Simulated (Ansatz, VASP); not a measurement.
# Ru: VASP beside Ansatz

```
CELL_PARAMETERS angstrom
2.70783 0.00000 0.00000
-1.35391 2.34505 0.00000
0.00000 0.00000 4.26810
ATOMIC_POSITIONS crystal
Ru 0.33333 0.66667 0.25000
Ru 0.66667 0.33333 0.75000
```

Alike in both runs: task electric field gradients; functional PBE; k mesh 14 × 14 × 8; occupations fermi-dirac, width 0.05 eV; no spin polarisation.

|  | VASP | Ansatz |
| --- | --- | --- |
| version | VASP 6.6.1 | Ansatz 0.2.0 |
| potentials or method | VASP PAW PBE potentials, release 64 (Ru_pv) | PAW with Ansatz's default frozen-core files, scalar-relativistic |
| plane-wave cutoff (eV) | 520 | 420 |
| valence electrons in the cell | 28 | 32 |

|  | VASP | Ansatz | Ansatz less VASP |
| --- | --- | --- | --- |
| pressure (GPa) | 5.1 | 5.2 | +0.09 |
| traceless stress, the component that is largest in VASP (GPa) | 0.31 | 0.29 | -0.017 |
| size of Vzz on the site where it differs most (V/Å²) | 14.9 | 10.9 | -4.01 |

VASP's potentials hold 28 valence electrons a cell and Ansatz's 32, so a difference there can come from the potentials and not from the codes.
